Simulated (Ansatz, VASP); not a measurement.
Zr3ZnN2 in VASP and in Ansatz

```
Zr Zn N
1.0
     5.98761    0.00000    0.00000
    -2.99380    5.18542    0.00000
     0.00000    0.00000    3.02314
Zr Zn N
3 1 2
Cartesian
  1.4969 2.5927 1.5116
  2.9938 0.0000 1.5116
  -1.4969 2.5927 1.5116
  0.0000 0.0000 0.0000
  2.9938 1.7285 0.0000
  0.0000 3.4569 0.0000
```

Change from the starting cell: species swapped into the ErCo3Ni2 type (P6/mmm, No. 191).

Alike in both runs: task single point; functional PBE; k mesh 3 × 3 × 6; occupations gaussian, width 0.1 eV; collinear spin.

|  | VASP | Ansatz |
| --- | --- | --- |
| version | VASP 6.6.1 | Ansatz 0.2.0 |
| potentials or method | VASP PAW PBE potentials, release 64 (Zr_sv, Zn, N), cutoff 520 eV | scalar-relativistic, plane waves, PAW |
| valence electrons in the cell | 58 | 58 |

|  | VASP | Ansatz | Ansatz less VASP |
| --- | --- | --- | --- |
| gap on the k mesh at the Fermi level (eV) | none | none | - |
| pressure (GPa) | 0.2 | 0.0 | -0.18 |
| traceless stress, the component that is largest in VASP (GPa) | 0.06 | 0.01 | -0.051 |
| net moment per atom (μB) | 0.03 | 0.03 | -0.002 |
| size of the moment on the site where the two differ most (μB) | 0.04 | 0.02 | -0.019 |

Site moments also hang on the region over which each program counts them. A gap of «none» marks a metal or a gap that the smearing closes. With one functional, cell and mesh, what is left measures potentials, basis and numerics. Ansatz's warnings: seeded moment not kept.

The k mesh is coarse, so the values compare programs but aren't converged.
